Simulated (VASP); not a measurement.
SrO, 2 atoms in the cell. The structure is cubic, space group Fm-3m (No. 225). The conventional cell has a = 5.031 Å, b = 5.031 Å, c = 5.031 Å, α = 90.00°, β = 90.00°, γ = 90.00°. Sr (site symmetry m-3m) has 6 O at 2.52 Å within 3.3 Å. O (site symmetry m-3m) has 6 Sr at 2.52 Å within 3.3 Å.  This cell differs from its parent crystal: strain -2.5%.

* Program: VASP 6.6.1
* Task: single point
* Functional: PBE
* Potentials or basis: VASP PAW PBE potentials, release 64 (Sr_sv, O)
* Cutoff: 520 eV
* k mesh: 8 × 8 × 8
* Occupations: fermi-dirac, width 0.02 eV
* Spin: no spin polarisation
* Dipole correction: no
* Further INCAR settings: ALGO = Normal; EDIFF = 1e-06; NBANDS = 15

Potentials or basis: VASP PAW PBE potentials, release 64 (Sr_sv, O).

Command:

```bash
$ cat potpaw_PBE.64/Sr_sv/POTCAR potpaw_PBE.64/O/POTCAR > POTCAR
$ mpirun -np 1 vasp_std > vasp.out
```

Hardware: 1 thread of AMD EPYC 9R45 96-Core Processor (Zen 5), on a shared host.

Q: How long does it take, and how much memory?

A: Run time: 11 s on 1 thread of AMD EPYC 9R45 96-Core Processor (Zen 5), on a shared host, peak memory 0.13 GiB. Counts: scf iterations 13, k points 29.
